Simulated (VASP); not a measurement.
A run of VASP 6.6.1 is set up as follows.

The input POSCAR:

```
CaO
1.0
    0.0000000000      2.2580126938      2.3975501103
    2.2580126938      0.0000000000      2.3975501103
    2.2580126938      2.2580126938      0.0000000000
Ca O
1 1
Direct
    0.0000000000      0.0000000000      0.0000000000
    0.5000000000      0.5000000000      0.5000000000
```

The input INCAR.step1:

```
SYSTEM = CaO
PREC     = Accurate       ! precision mode
ENCUT    = 520            ! plane-wave cutoff, eV
ISMEAR   = 0              ! smearing method
SIGMA    = 0.01           ! smearing width, eV
LREAL    = .FALSE.        ! projectors in reciprocal space
LASPH    = .TRUE.         ! aspherical terms in the spheres
NELM     = 60             ! most SCF steps
NBANDS   = 15             ! bands
GGA      = PE             ! functional
ALGO     = Normal         ! electronic algorithm
EDIFF    = 1E-4           ! SCF threshold, eV
LWAVE    = .TRUE.         ! write WAVECAR
LCHARG   = .FALSE.        ! write CHGCAR
```

Contents of INCAR.step2:

```
SYSTEM = CaO
PREC     = Accurate       ! precision mode
ENCUT    = 520            ! plane-wave cutoff, eV
EDIFF    = 1E-6           ! SCF threshold, eV
ISMEAR   = 0              ! smearing method
SIGMA    = 0.01           ! smearing width, eV
LREAL    = .FALSE.        ! projectors in reciprocal space
LASPH    = .TRUE.         ! aspherical terms in the spheres
NELM     = 60             ! most SCF steps
ALGO     = Normal         ! electronic algorithm
ISIF     = 2              ! what is computed and relaxed
LWAVE    = .FALSE.        ! write WAVECAR
LCHARG   = .TRUE.         ! write CHGCAR
METAGGA  = R2SCAN         ! meta-GGA
LMIXTAU  = .TRUE.       
LELF     = .TRUE.         ! ELF
LVHAR    = .TRUE.       
NBANDS   = 15             ! bands
ISTART   = 1
```

The input KPOINTS:

```
Automatic mesh
0
G
  10 10 10
  0 0 0
```

Potentials or basis: VASP PAW PBE potentials, release 64 (Ca_sv, O).

Command:

```bash
$ cat potpaw_PBE.64/Ca_sv/POTCAR potpaw_PBE.64/O/POTCAR > POTCAR
$ cp INCAR.step1 INCAR
$ mpirun -np 1 vasp_std > vasp.out
$ cp INCAR.step2 INCAR
$ mpirun -np 1 vasp_std > vasp.out
```

Task: What does it give for the pressure?

Result: 21.2 GPa.

Task: Predict the band gap on the k mesh.

Result: 3.98 eV (least direct gap 4.32 eV).

Stress tensor (GPa, compression positive):
```
27.40  0.00  0.00
 0.00 27.40  0.00
 0.00  0.00  8.94
```

Caveat: the cell differs from its parent crystal (biaxial xy strain -5.8%); the stress differs along the axes, from 9 to 27 GPa; the PAW data sets were made with another functional, which shifts forces and pressure a little. A k mesh can miss the band edges.
